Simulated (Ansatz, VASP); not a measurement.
**MnAs in VASP and in Ansatz**

```
CELL_PARAMETERS angstrom
3.71000 0.00000 0.00000
-1.85500 3.21295 0.00000
0.00000 0.00000 5.69100
ATOMIC_POSITIONS crystal
As 0.66667 0.33333 0.75000
As 0.33333 0.66667 0.25000
Mn 0.00000 0.00000 0.50000
Mn 0.00000 0.00000 0.00000
```

Alike in both runs: task relaxation of cell and atoms; functional PBE; k mesh 8 × 8 × 5; occupations fermi-dirac, width 0.05 eV; collinear spin.

|  | VASP | Ansatz |
| --- | --- | --- |
| version | VASP 6.6.1 | Ansatz 0.2.0 |
| potentials or method | VASP PAW PBE potentials, release 64 (As, Mn_pv) | Ansatz PAW |
| plane-wave cutoff (eV) | 600 | 420 |
| valence electrons in the cell | 36 | 60 |

Ansatz gave:

| Item | Value |
| --- | --- |
| net moment per atom (μB) | 1.40 |
| size of the moment on the site where the two differ most (μB) | 2.81 |
| relaxed volume (Å³/atom) | 15.86 |
| relaxed length of the cell vector where the two differ most in proportion (Å) | 5.493 |

Task: Estimate VASP's values.

Result: net moment per atom (μB): 1.40; size of the moment on the site where the two differ most (μB): 2.87; relaxed volume (Å³/atom): 15.88; relaxed length of the cell vector where the two differ most in proportion (Å): 5.502.

Site moments also hang on the region over which each program counts them. VASP's potentials hold 36 valence electrons a cell and Ansatz's 60, so a difference there can come from the potentials and not from the codes.

Noted on Ansatz's run: the plane-wave basis is chosen anew once the cell has moved, so the energies of steps on either side of that aren't comparable.
